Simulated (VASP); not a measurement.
Here is a VASP 6.6.1 calculation.

The input INCAR:

```
ALGO = Normal
EDIFF = 1E-6
ENCUT = 520
GGA = PE
GGA_COMPAT = F
ISIF = 2
ISMEAR = 1
IVDW = 12
KPAR = 4
LASPH = T
LCHARG = F
LREAL = F
LWAVE = F
NBANDS = 107
NELM = 120
NELMDL = -8
PREC = Accurate
SIGMA = 0.1
```

The input KPOINTS:

```
k-points
0
Gamma
  6 6 1
```

File POSCAR:

```
Cu16H2O
1.0
    5.1053109602      0.0000000000      0.0000000000
    0.0000000000      5.1053109602      0.0000000000
    0.0000000000      0.0000000000     21.9150000000
Cu O H
16 1 2
Direct
    0.2500000000      0.2500000000      0.1140771200
    0.7500000000      0.2500000000      0.1140771200
    0.2500000000      0.7500000000      0.1140771200
    0.7500000000      0.7500000000      0.1140771200
    0.0000000000      0.0000000000      0.1964407900
    0.5000000000      0.0000000000      0.1964407900
    0.0000000000      0.5000000000      0.1964407900
    0.5000000000      0.5000000000      0.1964407900
    0.2485694157      0.2482341243      0.2776732897
    0.7515208668      0.2482241396      0.2776559491
    0.2484754535      0.7518608858      0.2776818220
    0.7516044481      0.7518703480      0.2776826018
   -0.0001620477      0.0035648332      0.3608099490
    0.5000055283      0.0003283028      0.3560705026
    0.0000976694      0.4987349403      0.3555891636
    0.5001925923      0.5008288079      0.3567305592
    0.0006333722     -0.0856247168      0.4640437416
    0.1557401409     -0.1980151101      0.4628906335
    0.8549895375      0.7900259850      0.4623581414
```

Potentials or basis: VASP PAW PBE potentials, release 64 (Cu, O, H).

The run is started by

```bash
$ cat potpaw_PBE.64/Cu/POTCAR potpaw_PBE.64/O/POTCAR potpaw_PBE.64/H/POTCAR > POTCAR
$ mpirun -np 4 vasp_std > vasp.out
```

Question: Estimate the band gap on the k mesh.

Answer: Zero (bands 92 and 93 overlap by 1.05 eV).

Question: Predict the dispersion energy per atom.

Answer: -0.357 eV.

Question: Predict the largest force.

Answer: 0.304 eV/Å.

Forces in eV/Å, atoms in the order of the input:
```
Cu  -0.010 -0.009  0.223
Cu   0.010 -0.009  0.223
Cu  -0.008  0.009  0.223
Cu   0.008  0.009  0.222
Cu   0.001 -0.003 -0.304
Cu   0.000  0.004 -0.252
Cu   0.001  0.005 -0.244
Cu   0.000 -0.005 -0.177
Cu  -0.002 -0.003 -0.004
Cu   0.002 -0.002 -0.004
Cu  -0.002  0.003 -0.004
Cu   0.002  0.002 -0.004
Cu   0.001  0.004  0.019
Cu  -0.001  0.000  0.026
Cu   0.000  0.000  0.026
Cu  -0.001  0.000  0.027
O    0.001  0.042 -0.004
H    0.092 -0.020  0.005
H   -0.093 -0.027  0.003
```

With open d or f shells a metallic result of PBE can be an artefact of self-interaction; +U or a hybrid may open a gap.
